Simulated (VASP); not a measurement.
Crystal: Ir.

```
Ir
1.0
     0.00000    1.92696    1.92696
     1.92696    0.00000    1.92696
     1.92696    1.92696    0.00000
Ir
1
Direct
  0.00000 0.00000 0.00000
```

| Quantity | Value |
| --- | --- |
| Program | VASP 6.6.1 |
| Task | relaxation of cell and atoms |
| Functional | PBE |
| Potentials or basis | VASP PAW PBE potentials, release 64 (Ir) |
| Cutoff | 500 eV |
| k mesh | 18 × 18 × 18 |
| Occupations | gaussian, width 0.1 eV |
| Spin | no spin polarisation |

At the start: pressure 5.2 GPa; volume 14.31 Å³/atom.

Problem. Where does the relaxation end?

Solution. Over 4 steps the energy falls by 3.3 meV/atom and the volume is 14.52 Å³/atom (+1.4 %); space group Fm-3m (No. 225, to 0.1 Å) before and after.

Step by step:
```
step  energy change (eV)  largest force (eV/Å)  pressure (GPa)  volume (Å³)
   1              0.0000                0.0000            5.18        14.31
   2              0.0374                0.0000          -15.90        15.29
   3             -0.0032                0.0000           -0.10        14.52
   4             -0.0033                0.0000            0.00        14.52
```

Final structure:
```
CELL_PARAMETERS angstrom
0.00000 1.93615 1.93615
1.93615 0.00000 1.93615
1.93615 1.93615 0.00000
ATOMIC_POSITIONS crystal
Ir 0.00000 0.00000 0.00000
```
